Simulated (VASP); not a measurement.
# ZnS (F-43m) in VASP: a series of runs, part 2 of 2

VASP 6.6.1. The steps go on from the part before.

## 4. Relaxation of cell and atoms, PBE

INCAR reads:

```
ALGO     = Normal         # electronic algorithm
EDIFF    = 1E-6           # SCF threshold, eV
EDIFFG   = -0.005         # ionic threshold
ENCUT    = 600            # plane-wave cutoff, eV
GGA      = PE             # functional
IBRION   = 2              # ionic algorithm
ISIF     = 3              # what is computed and relaxed
ISMEAR   = 0              # smearing method
LASPH    = True           # aspherical terms in the spheres
LCHARG   = False          # write CHGCAR
LREAL    = False          # projectors in reciprocal space
LWAVE    = False          # write WAVECAR
NELM     = 60             # most SCF steps
NSW      = 100            # ionic steps
PREC     = Accurate       # precision mode
SIGMA    = 0.02           # smearing width, eV
```

KPOINTS reads:

```
k-points
0
Gamma
  10 10 10
```

POSCAR reads:

```
ZnS
1.0
    0.0000000000      2.7046500000      2.7046500000
    2.7046500000      0.0000000000      2.7046500000
    2.7046500000      2.7046500000      0.0000000000
Zn S
1 1
Direct
    0.0000000000      0.0000000000      0.0000000000
    0.7500000000      0.7500000000      0.7500000000
```

Started as:

```console
cat potpaw_PBE.64/Zn/POTCAR potpaw_PBE.64/S/POTCAR > POTCAR
mpirun -np 1 vasp_std > vasp.out
```

Run time: 35 s. Hardware: 1 thread of Intel Xeon Platinum 8375C at 2.90GHz (Ice Lake), shared host; peak memory 0.2 GiB.

Results (log left out):

```yaml
Free_energy: -6.8525 eV
Relaxed_volume: 20.19 Å³/atom
Relaxed_cell: a = 3.851 Å, b = 3.851 Å, c = 3.851 Å, α = 60.00°, β = 60.00°, γ = 60.00°
Space_group_after_relaxing_to_0.05_Å: F-43m (No. 216)
Energy_gained_by_relaxing: 2.0 meV/atom
Ionic_steps: 5
Pressure_after_relaxing: 0.0 GPa
Band_gap_on_the_k_mesh: 2.01 eV, direct
```

The path:
```csv
step,energy change (eV),largest force (eV/Å),pressure (GPa),volume (Å³)
1,0.0000,0.0000,1.53,39.57
2,-0.0036,0.0000,-0.42,40.66
3,-0.0039,0.0000,-0.05,40.41
4,-0.0039,0.0000,0.06,40.38
5,-0.0039,0.0000,0.03,40.38
```

Final structure:
```
Zn S
1.0
     0.00000    2.72309    2.72309
     2.72309    0.00000    2.72309
     2.72309    2.72309    0.00000
Zn S
1 1
Direct
  0.00000 0.00000 0.00000
  0.75000 0.75000 0.75000
```

Levels at points of the mesh, in eV from the valence-band top:
```tsv
k point	band 7	band 8	band 9	band 10	band 11	band 12
(0.00, 0.00, 0.00)	0.00	0.00	0.00	2.01	6.41	6.41
(0.50, 0.00, 0.00)	-5.14	-0.83	-0.83	3.26	6.94	6.94
(0.50, 0.50, 0.00)	-4.47	-2.14	-2.14	3.46	4.07	10.82
```

A hybrid or GW would open this gap; PBE tends to underestimate it. PBE usually gives volumes a little too large and moduli too small.

## 5. Single point, PBE

This run uses another cell than the first one, of 18.74 Å³/atom, 0.947 times its volume.

INCAR reads:

```
ALGO = Normal
EDIFF = 1E-6
ENCUT = 520
GGA = PE
ISIF = 2
ISMEAR = 0
LASPH = T
LCHARG = T
LELF = T
LREAL = F
LVHAR = T
LWAVE = F
NBANDS = 16
NELM = 100
PREC = Accurate
SIGMA = 0.01
```

KPOINTS is that of step 4.

POSCAR reads:

```
ZnS
1.0
    0.0000000000      2.6561769250      2.6561769250
    2.6561769250      0.0000000000      2.6561769250
    2.6561769250      2.6561769250      0.0000000000
Zn S
1 1
Direct
    0.0000000000      0.0000000000      0.0000000000
    0.7500000000      0.7500000000      0.7500000000
```

Potentials or basis: VASP PAW PBE potentials, release 64 (Zn, S).

Started as:

```console
cat potpaw_PBE.64/Zn/POTCAR potpaw_PBE.64/S/POTCAR > POTCAR
mpirun -np 1 vasp_std > vasp.out
```

OUTCAR:

```text
EDIFF = 1E-6
   ENCUT = 520
   GGA = PE
   ISIF = 2
   ISMEAR = 0
   LASPH = T
   LREAL = F
   NELM = 100
   PREC = Accurate

 ion  position               nearest neighbor table
   1  0.000  0.000  0.000-   2 2.30   2 2.30   2 2.30   2 2.30
   2  0.750  0.750  0.750-   1 2.30   1 2.30   1 2.30   1 2.30

  LATTYP: Found a face centered cubic cell.
 ALAT       =     5.3123538500

  Lattice vectors:

 A1 = (   0.0000000000,   2.6561769250,   2.6561769250)
 A2 = (   2.6561769250,   0.0000000000,   2.6561769250)
 A3 = (   2.6561769250,   2.6561769250,   0.0000000000)

Analysis of symmetry for initial positions (statically):
=====================================================================
 Subroutine PRICEL returns:
 Original cell was already a primitive cell.

 Routine SETGRP: Setting up the symmetry group for a
 face centered cubic supercell.

 Subroutine GETGRP returns: Found 24 space group operations
 (whereof 24 operations were pure point group operations)
 out of a pool of 48 trial point group operations.

The static configuration has the point symmetry T_d .

Analysis of symmetry for dynamics (positions and initial velocities):
=====================================================================
 Subroutine PRICEL returns:
 Original cell was already a primitive cell.

 Routine SETGRP: Setting up the symmetry group for a
 face centered cubic supercell.

 Subroutine GETGRP returns: Found 24 space group operations
 (whereof 24 operations were pure point group operations)
 out of a pool of 48 trial point group operations.

The dynamic configuration has the point symmetry T_d .

 Subroutine INISYM returns: Found 24 space group operations
 (whereof 24 operations are pure point group operations),
 and found     1 'primitive' translations

----------------------------------------------------------------------------------------

                                     Primitive cell

  volume of cell :      37.4801

  direct lattice vectors                    reciprocal lattice vectors
     0.000000000  2.656176925  2.656176925    -0.188240473  0.188240473  0.188240473
     2.656176925  0.000000000  2.656176925     0.188240473 -0.188240473  0.188240473
     2.656176925  2.656176925  0.000000000     0.188240473  0.188240473 -0.188240473

  length of vectors
     3.756401431  3.756401431  3.756401431     0.326042063  0.326042063  0.326042063

  position of ions in fractional coordinates (direct lattice)
     0.000000000  0.000000000  0.000000000
     0.750000000  0.750000000  0.750000000

  ion indices of the primitive-cell ions
   primitive index   ion index
                 1           1
                 2           2

----------------------------------------------------------------------------------------

 KPOINTS: k-points

Automatic generation of k-mesh.
 Grid dimensions read from file:
 generate k-points for:   10   10   10

 Generating k-lattice:

  Cartesian coordinates                     Fractional coordinates (reciprocal lattice)
    -0.018824047  0.018824047  0.018824047     0.100000000  0.000000000  0.000000000
     0.018824047 -0.018824047  0.018824047     0.000000000  0.100000000  0.000000000
     0.018824047  0.018824047 -0.018824047     0.000000000  0.000000000  0.100000000

  Length of vectors
     0.032604206  0.032604206  0.032604206

  Shift w.r.t. Gamma in fractional coordinates (k-lattice)
     0.000000000  0.000000000  0.000000000

 Subroutine IBZKPT returns following result:
 ===========================================

 Found     47 irreducible k-points:

 Following reciprocal coordinates:
            Coordinates               Weight
  0.000000  0.000000  0.000000      1.000000
  0.100000  0.000000  0.000000      8.000000
  0.200000  0.000000  0.000000      8.000000
  0.300000  0.000000  0.000000      8.000000
  0.400000  0.000000  0.000000      8.000000
  0.500000  0.000000  0.000000      4.000000
[... 16 lines left out ...]
  0.300000  0.300000  0.000000      6.000000
  0.400000  0.300000  0.000000     24.000000
 [... further k-points ...]
   k-points           NKPTS =     47   k-points in BZ     NKDIM =     47   number of bands    NBANDS=     16
   number of dos      NEDOS =    301   number of ions     NIONS =      2
   total plane-waves  NPLWV =  21952
   dimension x,y,z NGX =    28 NGY =   28 NGZ =   28
   dimension x,y,z NGXF=    56 NGYF=   56 NGZF=   56
   ions per type =               1   1
   NGX,Y,Z   is equivalent  to a cutoff of  12.39, 12.39, 12.39 a.u.
   NGXF,Y,Z  is equivalent  to a cutoff of  24.78, 24.78, 24.78 a.u.
 SYSTEM =  unknown system
   PREC   = accura    normal or accurate (medium, high low for compatibility)
   ISTART =      0    job   : 0-new  1-cont  2-samecut
   ICHARG =      2    charge: 1-file 2-atom 10-const
   ISPIN  =      1    spin polarized calculation?
   LNONCOLLINEAR =      F non collinear calculations
   LSORBIT =      F    spin-orbit coupling
   LASPH  =      T    aspherical Exc in radial PAW
   ENCUT  =  520.0 eV  38.22 Ry    6.18 a.u.   6.98  6.98  6.98*2*pi/ulx,y,z
   NELM   =    100;   NELMIN=  2; NELMDL= -5     # of ELM steps
   EDIFF  = 0.1E-05   stopping-criterion for ELM
   LREAL  =      F    real-space projection
   EDIFFG = 0.1E-04   stopping-criterion for IOM
   NSW    =      0    number of steps for IOM
   IBRION =     -1    ionic relax: 0-MD 1-quasi-New 2-CG
   NFREE  =      0    steps in history (QN), initial steepest desc. (CG)
   ISIF   =      2    stress and relaxation
   ISYM   =      2    0-nonsym 1-usesym 2-fastsym
   POTIM  = 0.5000    time-step for ionic-motion
   TEBEG  =    0.0;   TEEND  =   0.0 temperature during run
   PSTRESS=    0.0 pullay stress
   NELECT =      18.0000    total number of electrons
   NUPDOWN=      -1.0000    fix difference up-down
   EMIN   =  10.00;   EMAX   =-10.00  energy-range for DOS
   EFERMI =   0.00;   METHOD = LEGACY
   ISMEAR =     0;   SIGMA  =   0.01  broadening in eV -4-tet -1-fermi 0-gaus
   EFERMI_NEDOS =   21; number of points for ismear=-14 and -15
   IALGO  =     38    algorithm
   IMIX   =      4    mixing-type and parameters
     AMIX     =   0.40;   BMIX     =  1.00
     AMIX_MAG =   1.60;   BMIX_MAG =  1.00
  volume/ion in A,a.u.               =      18.74       126.46
  Fermi-wavevector in a.u.,A,eV,Ry     =   1.282031  2.422688 22.362598  1.643605
  Thomas-Fermi vector in A             =   2.414367
   LORBIT       =      0    0 simple, 1 ext, 2 COOP (PROOUT), +10 PAW based schemes
   GGA     = PE    functional components
   LHFCALC =     F    Hartree Fock is set to
   AEXX    =    0.0000 exact exchange contribution
   IVDW    =     0    specifies the selected vdW correction
   LEPSILON=     F    determine dielectric tensor
   LRPA    =     F    only Hartree local field effects (RPA)
 non-spin polarized calculation
 Gauss-broadening in eV      SIGMA  =   0.01
  energy-cutoff  :      520.00
  volume of cell :       37.48
 maximum number of plane-waves:      1025
   NGX = 13   NGY = 13   NGZ = 13

 number of electron      18.0000018 magnetization

 Free energy of the ion-electron system (eV)
  ---------------------------------------------------
  ext. energy  EPLUGINS =         0.00000000
  ---------------------------------------------------
  free energy    TOTEN  =        -6.79931756 eV

  energy without entropy =       -6.79931756  energy(sigma->0) =       -6.79931756

 E-fermi :   2.7184     XC(G=0):  -9.8741

 val. band max:        2.6007144581   @ k =   0.0000   0.0000   0.0000
 cond. band min:       4.9433630138   @ k =   0.0000   0.0000   0.0000
 fundamental gap:      2.3426485557
 Fermi energy:         2.7184342404

 k-point     1 :       0.0000    0.0000    0.0000
  band No.  band energies     occupation
      1     -10.9117      2.00000
      2      -3.9576      2.00000
      3      -3.9576      2.00000
      4      -3.9576      2.00000
      5      -3.3964      2.00000
      6      -3.3964      2.00000
[... 8 lines left out ...]
     15      14.4202      0.00000
     16      14.7608      0.00000

 k-point     2 :       0.1000    0.0000    0.0000
  band No.  band energies     occupation
      1     -10.8292      2.00000
      2      -3.9608      2.00000
      3      -3.9423      2.00000
      4      -3.9423      2.00000
      5      -3.3979      2.00000
      6      -3.3979      2.00000
[... 8 lines left out ...]
     15      13.9619      0.00000
     16      15.3495      0.00000
[... 387 lines left out ...]
      5      -3.4352      2.00000
      6      -3.3397      2.00000
[... 8 lines left out ...]
     15      15.5003      0.00000
     16      19.6863      0.00000

 k-point    24 :       0.4000    0.3000    0.0000
  band No.  band energies     occupation
      1      -9.8547      2.00000
      2      -4.0119      2.00000
      3      -3.6838      2.00000
      4      -3.6756      2.00000
      5      -3.3764      2.00000
      6      -3.3310      2.00000
[... 8 lines left out ...]
     15      16.0684      0.00000
     16      18.8131      0.00000

 [... further k-points ...]
[... 5 lines left out ...]
  --------------------------------------------------------------------------------------
  -------------------------------------------------------------------------------------
  Total        1.4310695      1.4310695      1.4310695      0.0000000      0.0000000     -0.0000000
  in kB       61.1744859     61.1744859     61.1744859      0.0000000      0.0000000     -0.0000000
  external PRESSURE =      61.1744859 kB  Pullay stress =       0.0000000 kB

 VOLUME and BASIS-vectors are now :
 -----------------------------------------------------------------------------
  energy-cutoff  :      520.00
  volume of cell :       37.48
      direct lattice vectors                 reciprocal lattice vectors
     0.000000000  2.656176925  2.656176925    -0.188240473  0.188240473  0.188240473
     2.656176925  0.000000000  2.656176925     0.188240473 -0.188240473  0.188240473
     2.656176925  2.656176925  0.000000000     0.188240473  0.188240473 -0.188240473

 POSITION                                       TOTAL-FORCE (eV/Angst)
 -----------------------------------------------------------------------------------
      0.00000      0.00000      0.00000        -0.000000     -0.000000     -0.000000
      3.98427      3.98427      3.98427         0.000000      0.000000      0.000000
 -----------------------------------------------------------------------------------
    total drift:                               -0.000002     -0.000002     -0.000002

  FREE ENERGIE OF THE ION-ELECTRON SYSTEM (eV)
  ---------------------------------------------------
  free  energy   TOTEN  =        -6.7993175581 eV

  energy  without entropy=       -6.7993175581  energy(sigma->0) =       -6.79931756
```

stdout:

```text
POSCAR found type information on POSCAR ZnS
 POSCAR found :  2 types and       2 ions
 scaLAPACK will be used
 LDA part: xc-table for (Slater+PW92), standard interpolation
 POSCAR, INCAR and KPOINTS ok, starting setup
 FFT: planning ... GRIDC
 FFT: planning ... GRID_SOFT
 FFT: planning ... GRID
 WAVECAR not read
 entering main loop
```

It took 19 s on 1 thread of Intel Xeon Platinum 8488C (Sapphire Rapids), shared host; peak memory 0.17 GiB.

What came out:

* Free energy: -6.7993 eV
* Pressure: 6.1 GPa
* Band gap on the k mesh: 2.34 eV, direct

## 6. Summary

```tsv
task	cell	k mesh	cutoff (eV)	smearing	gap on the mesh (eV)	pressure (GPa)
single point	a = 3.825 Å, angles 60.0°, 2 atoms	6 × 6 × 6	520	gaussian 0.1 eV	2.10	1.6
single point	a = 3.849 Å, angles 60.0°, 2 atoms	10 × 10 × 10	520	gaussian 0.02 eV	2.02	0.2
relaxation of cell and atoms	relaxed from a = 3.825 Å, angles 60.0°, 2 atoms	10 × 10 × 10	600	gaussian 0.02 eV	2.01	0.0
single point	a = 3.756 Å, angles 60.0°, 2 atoms	10 × 10 × 10	520	gaussian 0.01 eV	2.34	6.1
```

Alike in all rows: level PBE; potentials or basis VASP PAW PBE potentials, release 64 (Zn, S); no spin polarisation.

Absolute energies hang on the potentials; compare differences alone.

## 7. Comparison with measurements

Step 2. A measured gap of ZnS is 3.85 eV (direct; 19 K; quoted in “Electronic, vibrational, and thermodynamic properties of ZnS (zincblende and rocksalt structure)”, 2009, arxiv:0911.5022); the calculated 2.10 eV misses it by -1.75 eV. The value is that of PBE, without temperature or zero-point motion. Semilocal functionals fall short of measured gaps as a rule.

Step 3. Measured gap of ZnS: 3.85 eV (direct; 19 K; quoted in “Electronic, vibrational, and thermodynamic properties of ZnS (zincblende and rocksalt structure)”, 2009, arxiv:0911.5022). This calculation gives 2.02 eV (-1.83 eV). The value is that of PBE, without temperature or zero-point motion. Semilocal functionals fall short of measured gaps as a rule.
